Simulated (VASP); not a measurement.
# Ge in VASP: a series of runs

Aim: see how the results for Ge move with the level of theory and the settings. Levels: B3LYP, PBE. Tasks: single point.

Program: VASP 6.6.1. These are calculated values, not measurements. Logs are shortened: lines on timing, memory, paths and dates and some standing lists are left out, and cuts for length are marked.

**1. The cell of the first run**

It takes space group Fd-3m (No. 227, cubic). The conventional cell has a = 5.695 Å, b = 5.695 Å, c = 5.695 Å, α = 90.00°, β = 90.00°, γ = 90.00°. Within 3.3 Å of Ge (site symmetry -43m) lie 4 Ge at 2.47 Å.

**2. Single point, B3LYP**

File POSCAR:

```
Ge
1.0
    0.0000000000      2.8476450493      2.8476450493
    2.8476450493      0.0000000000      2.8476450493
    2.8476450493      2.8476450493      0.0000000000
Ge
2
Direct
    0.7500000000      0.7500000000      0.7500000000
    0.5000000000      0.5000000000      0.5000000000
```

File INCAR.step1:

```
SYSTEM = Ge
PREC     = Accurate       ! precision mode
ENCUT    = 520            ! plane-wave cutoff, eV
EDIFF    = 1E-5           ! SCF threshold, eV
ISMEAR   = -1             ! smearing method
SIGMA    = 0.05           ! smearing width, eV
LREAL    = .FALSE.        ! projectors in reciprocal space
LASPH    = .TRUE.         ! aspherical terms in the spheres
NELM     = 100            ! most SCF steps
ALGO     = Normal         ! electronic algorithm
ISIF     = 2              ! what is computed and relaxed
LWAVE    = .TRUE.         ! write WAVECAR
LCHARG   = .FALSE.        ! write CHGCAR
GGA      = PE             ! functional
NBANDS   = 21             ! bands
```

File INCAR.step2:

```
SYSTEM = Ge
PREC     = Accurate       ! precision mode
ENCUT    = 520            ! plane-wave cutoff, eV
EDIFF    = 1E-6           ! SCF threshold, eV
ISMEAR   = -1             ! smearing method
SIGMA    = 0.05           ! smearing width, eV
LREAL    = .FALSE.        ! projectors in reciprocal space
LASPH    = .TRUE.         ! aspherical terms in the spheres
NELM     = 100            ! most SCF steps
ALGO     = Normal         ! electronic algorithm
ISIF     = 2              ! what is computed and relaxed
LWAVE    = .FALSE.        ! write WAVECAR
LCHARG   = .FALSE.        ! write CHGCAR
GGA      = B3             ! functional
LHFCALC  = .TRUE.         ! exact exchange
AEXX     = 0.2            ! exact-exchange fraction
AGGAX    = 0.72         
AGGAC    = 0.81         
ALDAC    = 0.19         
PRECFOCK = Normal       
ISTART   = 1            
NBANDS   = 21             ! bands
```

File KPOINTS:

```
Automatic mesh
0
G
  4 4 4
  0 0 0
```

Potentials or basis: VASP PAW PBE potentials, release 64 (Ge_d).

Command:

```bash
$ cat potpaw_PBE.64/Ge_d/POTCAR > POTCAR
$ cp INCAR.step1 INCAR
$ mpirun -np 1 vasp_std > vasp.out
$ cp INCAR.step2 INCAR
$ mpirun -np 1 vasp_std > vasp.out
```

OUTCAR:

```text
SYSTEM = Ge
   PREC = Accurate
   ENCUT = 520
   EDIFF = 1E-6
   ISMEAR = -1
   LREAL = .FALSE.
   LASPH = .TRUE.
   NELM = 100
   ISIF = 2
   GGA = B3
   LHFCALC = .TRUE.
   AEXX = 0.2
   PRECFOCK = Normal
   ISTART = 1

 ion  position               nearest neighbor table
   1  0.750  0.750  0.750-   2 2.47   2 2.47   2 2.47   2 2.47
   2  0.500  0.500  0.500-   1 2.47   1 2.47   1 2.47   1 2.47

  LATTYP: Found a face centered cubic cell.
 ALAT       =     5.6952900986

  Lattice vectors:

 A1 = (   0.0000000000,   2.8476450493,   2.8476450493)
 A2 = (   2.8476450493,   0.0000000000,   2.8476450493)
 A3 = (   2.8476450493,   2.8476450493,   0.0000000000)

Analysis of symmetry for initial positions (statically):
=====================================================================
 Subroutine PRICEL returns:
 Original cell was already a primitive cell.

 Routine SETGRP: Setting up the symmetry group for a
 face centered cubic supercell.

 Subroutine GETGRP returns: Found 48 space group operations
 (whereof 24 operations were pure point group operations)
 out of a pool of 48 trial point group operations.

The static configuration has the point symmetry T_d .
 The point group associated with its full space group is O_h .

Analysis of symmetry for dynamics (positions and initial velocities):
=====================================================================
 Subroutine PRICEL returns:
 Original cell was already a primitive cell.

 Routine SETGRP: Setting up the symmetry group for a
 face centered cubic supercell.

 Subroutine GETGRP returns: Found 48 space group operations
 (whereof 24 operations were pure point group operations)
 out of a pool of 48 trial point group operations.

The dynamic configuration has the point symmetry T_d .
 The point group associated with its full space group is O_h .

 Subroutine INISYM returns: Found 48 space group operations
 (whereof 24 operations are pure point group operations),
 and found     1 'primitive' translations

----------------------------------------------------------------------------------------

                                     Primitive cell

  volume of cell :      46.1836

  direct lattice vectors                    reciprocal lattice vectors
     0.000000000  2.847645049  2.847645049    -0.175583681  0.175583681  0.175583681
     2.847645049  0.000000000  2.847645049     0.175583681 -0.175583681  0.175583681
     2.847645049  2.847645049  0.000000000     0.175583681  0.175583681 -0.175583681

  length of vectors
     4.027178250  4.027178250  4.027178250     0.304119857  0.304119857  0.304119857

  position of ions in fractional coordinates (direct lattice)
     0.750000000  0.750000000  0.750000000
     0.500000000  0.500000000  0.500000000

  ion indices of the primitive-cell ions
   primitive index   ion index
                 1           1
                 2           2

----------------------------------------------------------------------------------------

 KPOINTS: Automatic mesh

Automatic generation of k-mesh.
 Grid dimensions read from file:
 generate k-points for:    4    4    4

 Generating k-lattice:

  Cartesian coordinates                     Fractional coordinates (reciprocal lattice)
    -0.043895920  0.043895920  0.043895920     0.250000000  0.000000000  0.000000000
     0.043895920 -0.043895920  0.043895920     0.000000000  0.250000000  0.000000000
     0.043895920  0.043895920 -0.043895920     0.000000000  0.000000000  0.250000000

  Length of vectors
     0.076029964  0.076029964  0.076029964

  Shift w.r.t. Gamma in fractional coordinates (k-lattice)
     0.000000000  0.000000000  0.000000000

 Subroutine IBZKPT returns following result:
 ===========================================

 Found      8 irreducible k-points:

 Following reciprocal coordinates:
            Coordinates               Weight
  0.000000  0.000000  0.000000      1.000000
  0.250000  0.000000  0.000000      8.000000
  0.500000  0.000000  0.000000      4.000000
  0.250000  0.250000  0.000000      6.000000
  0.500000  0.250000  0.000000     24.000000
 -0.250000  0.250000  0.000000     12.000000
  0.500000  0.500000  0.000000      3.000000
 -0.250000  0.500000  0.250000      6.000000
   k-points           NKPTS =      8   k-points in BZ     NKDIM =     64   number of bands    NBANDS=     21
   number of dos      NEDOS =    301   number of ions     NIONS =      2
   total plane-waves  NPLWV =  27000
   dimension x,y,z NGX =    30 NGY =   30 NGZ =   30
   dimension x,y,z NGXF=    60 NGYF=   60 NGZF=   60
   ions per type =               2
   NGX,Y,Z   is equivalent  to a cutoff of  12.38, 12.38, 12.38 a.u.
   NGXF,Y,Z  is equivalent  to a cutoff of  24.77, 24.77, 24.77 a.u.
 SYSTEM =  Ge
   PREC   = accura    normal or accurate (medium, high low for compatibility)
   ISTART =      1    job   : 0-new  1-cont  2-samecut
   ICHARG =      0    charge: 1-file 2-atom 10-const
   ISPIN  =      1    spin polarized calculation?
   LNONCOLLINEAR =      F non collinear calculations
   LSORBIT =      F    spin-orbit coupling
   LASPH  =      T    aspherical Exc in radial PAW
   ENCUT  =  520.0 eV  38.22 Ry    6.18 a.u.   7.49  7.49  7.49*2*pi/ulx,y,z
   NELM   =    100;   NELMIN=  2; NELMDL=  0     # of ELM steps
   EDIFF  = 0.1E-05   stopping-criterion for ELM
   LREAL  =      F    real-space projection
   EDIFFG = 0.1E-04   stopping-criterion for IOM
   NSW    =      0    number of steps for IOM
   IBRION =     -1    ionic relax: 0-MD 1-quasi-New 2-CG
   NFREE  =      0    steps in history (QN), initial steepest desc. (CG)
   ISIF   =      2    stress and relaxation
   ISYM   =      3    0-nonsym 1-usesym 2-fastsym
   POTIM  = 0.5000    time-step for ionic-motion
   TEBEG  =    0.0;   TEEND  =   0.0 temperature during run
   PSTRESS=    0.0 pullay stress
   NELECT =      28.0000    total number of electrons
   NUPDOWN=      -1.0000    fix difference up-down
   EMIN   =  10.00;   EMAX   =-10.00  energy-range for DOS
   EFERMI =   0.00;   METHOD = LEGACY
   ISMEAR =    -1;   SIGMA  =   0.05  broadening in eV -4-tet -1-fermi 0-gaus
   EFERMI_NEDOS =   21; number of points for ismear=-14 and -15
   IALGO  =     38    algorithm
   IMIX   =      1    mixing-type and parameters
     AMIX     =   0.40;   BMIX     =  1.00
     AMIX_MAG =   1.60;   BMIX_MAG =  1.00
  volume/ion in A,a.u.               =      23.09       155.83
  Fermi-wavevector in a.u.,A,eV,Ry     =   1.385580  2.618367 26.120905  1.919832
  Thomas-Fermi vector in A             =   2.509977
   LORBIT       =      0    0 simple, 1 ext, 2 COOP (PROOUT), +10 PAW based schemes
   GGA     = B3    functional components
   LHFCALC =     T    Hartree Fock is set to
   PRECFOCK=normal    Normal, Fast or Accurate (Low or Medium for compatibility)
   ENCUT4O =  -1.0   cutoff for four orbital integrals eV
   NKREDX  =     1    reduce k-point grid by
   NKREDY  =     1    reduce k-point grid by
   NKREDZ  =     1    reduce k-point grid by
   AEXX    =    0.2000 exact exchange contribution
   HFSCREEN=    0.0000 screening length (either q_TF or 0.3 A-1)
   HFSCREENC=   0.0000 screening length for correlation (either q_TF or 0.3 A-1)
   ENCUTFOCK=  -1.0 apply spherical cutoff to Coloumb kernel
   IVDW    =     0    specifies the selected vdW correction
   LEPSILON=     F    determine dielectric tensor
   LRPA    =     F    only Hartree local field effects (RPA)
 non-spin polarized calculation
  energy-cutoff  :      520.00
  volume of cell :       46.18
 maximum number of plane-waves:      1245
 NGX is ok and might be reduce to    30
  NGX = 24; NGY = 24; NGZ = 24

 number of electron      28.0000006 magnetization

 Free energy of the ion-electron system (eV)
  ---------------------------------------------------
  ext. energy  EPLUGINS =         0.00000000
  ---------------------------------------------------
  free energy    TOTEN  =        -9.68731193 eV

  energy without entropy =       -9.68730566  energy(sigma->0) =       -9.68730880

 E-fermi :   4.9662     XC(G=0):  -7.8124

 val. band max:        4.4850013776   @ k =   0.0000   0.0000   0.0000
 cond. band min:       5.3929185444   @ k =   0.0000   0.0000   0.0000
 fundamental gap:      0.9079171668
 Fermi energy:         4.9661760611

 k-point     1 :       0.0000    0.0000    0.0000
  band No.  band energies     occupation
      1     -22.8237      2.00000
      2     -22.8237      2.00000
      3     -22.8237      2.00000
      4     -22.7873      2.00000
      5     -22.7873      2.00000
      6     -22.5879      2.00000
[... 13 lines left out ...]
     20      15.4011      0.00000
     21      15.4011      0.00000

 k-point     2 :       0.2500    0.0000    0.0000
  band No.  band energies     occupation
      1     -22.8414      2.00000
      2     -22.8414      2.00000
      3     -22.8157      2.00000
      4     -22.7600      2.00000
      5     -22.7600      2.00000
      6     -22.6104      2.00000
[... 13 lines left out ...]
     20      14.2361      0.00000
     21      14.2361      0.00000

 k-point     3 :       0.5000    0.0000    0.0000
  band No.  band energies     occupation
      1     -22.8480      2.00000
      2     -22.8480      2.00000
      3     -22.8074      2.00000
      4     -22.7470      2.00000
      5     -22.7470      2.00000
      6     -22.6179      2.00000
[... 13 lines left out ...]
     20      16.9612      0.00000
     21      17.1927      0.00000

 k-point     4 :       0.2500    0.2500    0.0000
  band No.  band energies     occupation
      1     -22.8420      2.00000
      2     -22.8420      2.00000
      3     -22.8290      2.00000
      4     -22.7546      2.00000
      5     -22.7211      2.00000
      6     -22.6697      2.00000
[... 13 lines left out ...]
     20      16.0993      0.00000
     21      16.4992      0.00000

 k-point     5 :       0.5000    0.2500    0.0000
  band No.  band energies     occupation
      1     -22.8681      2.00000
      2     -22.8540      2.00000
      3     -22.7873      2.00000
      4     -22.7213      2.00000
      5     -22.7030      2.00000
      6     -22.6854      2.00000
[... 13 lines left out ...]
     20      17.3391      0.00000
     21      17.7075      0.00000

 k-point     6 :      -0.2500    0.2500    0.0000
  band No.  band energies     occupation
      1     -22.8636      2.00000
      2     -22.8562      2.00000
      3     -22.7820      2.00000
      4     -22.7447      2.00000
      5     -22.7185      2.00000
      6     -22.6500      2.00000
[... 13 lines left out ...]
     20      15.3894      0.00000
     21      17.8912      0.00000

 k-point     7 :       0.5000    0.5000    0.0000
  band No.  band energies     occupation
      1     -22.8575      2.00000
      2     -22.8575      2.00000
      3     -22.7730      2.00000
      4     -22.7730      2.00000
      5     -22.6775      2.00000
      6     -22.6774      2.00000
[... 13 lines left out ...]
     20      17.5211      0.00000
     21      18.7953      0.00000

 k-point     8 :      -0.2500    0.5000    0.2500
  band No.  band energies     occupation
      1     -22.8703      2.00000
      2     -22.8703      2.00000
      3     -22.7331      2.00000
      4     -22.7331      2.00000
      5     -22.6848      2.00000
      6     -22.6848      2.00000
[... 13 lines left out ...]
     20      16.9536      0.00000
     21      18.9593      0.00000

------------------------ aborting loop because EDIFF is reached ----------------------------------------

  FORCE on cell =-STRESS in cart. coord.  units (eV):
  Direction    XX          YY          ZZ          XY          YZ          ZX
  --------------------------------------------------------------------------------------
  -------------------------------------------------------------------------------------
  Total        0.8231706      0.8231706      0.8231706      0.0000000      0.0000000     -0.0000000
  in kB       28.5570199     28.5570199     28.5570199      0.0000000      0.0000000     -0.0000000
  external PRESSURE =      28.5570199 kB  Pullay stress =       0.0000000 kB

 VOLUME and BASIS-vectors are now :
 -----------------------------------------------------------------------------
  energy-cutoff  :      520.00
  volume of cell :       46.18
      direct lattice vectors                 reciprocal lattice vectors
     0.000000000  2.847645049  2.847645049    -0.175583681  0.175583681  0.175583681
     2.847645049  0.000000000  2.847645049     0.175583681 -0.175583681  0.175583681
     2.847645049  2.847645049  0.000000000     0.175583681  0.175583681 -0.175583681

 POSITION                                       TOTAL-FORCE (eV/Angst)
 -----------------------------------------------------------------------------------
      4.27147      4.27147      4.27147        -0.000000     -0.000000     -0.000000
      2.84765      2.84765      2.84765         0.000000      0.000000      0.000000
 -----------------------------------------------------------------------------------
    total drift:                               -0.000000      0.000002     -0.000000

  FREE ENERGIE OF THE ION-ELECTRON SYSTEM (eV)
  ---------------------------------------------------
  free  energy   TOTEN  =        -9.6873119311 eV

  energy  without entropy=       -9.6873056623  energy(sigma->0) =       -9.68730880
```

Wall time 25 min (1 thread of Intel Xeon 8259CL, shared host); peak memory 0.17 GiB.

What came out:

```yaml
Free_energy: -9.6873 eV
Pressure: 2.9 GPa
Band_gap_on_the_k_mesh: 0.91 eV
```

Levels at points of the mesh, in eV from the valence-band top:
```csv
k point,band 11,band 12,band 13,band 14,band 15,band 16,band 17,band 18
"(0.00, 0.00, 0.00)",-13.68,0.00,0.00,0.00,0.91,3.72,3.72,3.72
"(0.50, 0.00, 0.00)",-11.48,-8.08,-1.47,-1.47,1.21,5.00,5.00,8.60
"(0.50, 0.50, 0.00)",-9.54,-9.54,-3.20,-3.20,1.93,1.93,10.91,10.91
```

Caveat: the k points lie up to 0.48 Å⁻¹ apart; the PAW data sets were made with another functional, which shifts forces and pressure a little.

[end of part 1 of 2]
